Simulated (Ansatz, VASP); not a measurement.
## Mg3Zn2O in VASP and in Ansatz

```xyz
6
Lattice="2.9142 1.6825 3.2325 -2.9142 1.6825 3.2325 0.0000 -3.3650 3.2325" Properties=species:S:1:pos:R:3 pbc="T T T"
Mg    0.0000   -1.6825    1.6163
Mg   -1.4571    0.8413    1.6163
Mg    1.4571    0.8413    1.6163
Zn    0.0000    0.0000    6.0078
Zn    0.0000    0.0000    3.6897
O     0.0000    0.0000    0.0000
```

Change from the starting cell: species swapped into the Y2GeRh3 type (R-3m, No. 166).

Alike in both runs: functional PBE; k mesh 6 × 6 × 6; occupations gaussian, width 0.1 eV; no spin polarisation.

Ansatz relaxed the structure, and its values are those at the end. VASP's run is a single point on that final structure, the one shown.

|  | VASP | Ansatz |
| --- | --- | --- |
| version | VASP 6.6.1 | Ansatz 0.2.0 |
| potentials or method | VASP PAW PBE potentials, release 64 (Mg, Zn, O), cutoff 520 eV | scalar-relativistic, plane waves, PAW |
| valence electrons in the cell | 36 | 60 |

|  | VASP | Ansatz | Ansatz less VASP |
| --- | --- | --- | --- |
| gap on the k mesh at the Fermi level (eV) | none | none | - |
| pressure (GPa) | 0.0 | 0.1 | +0.13 |
| rms of the force components (eV/Å) | 0.011 | 0.000 | -0.0106 |

A gap of «none» marks a metal or a gap that the smearing closes. With one functional, cell and mesh, what is left measures potentials, basis and numerics. VASP's potentials hold 36 valence electrons a cell and Ansatz's 60, so a difference there can come from the potentials and not from the codes.
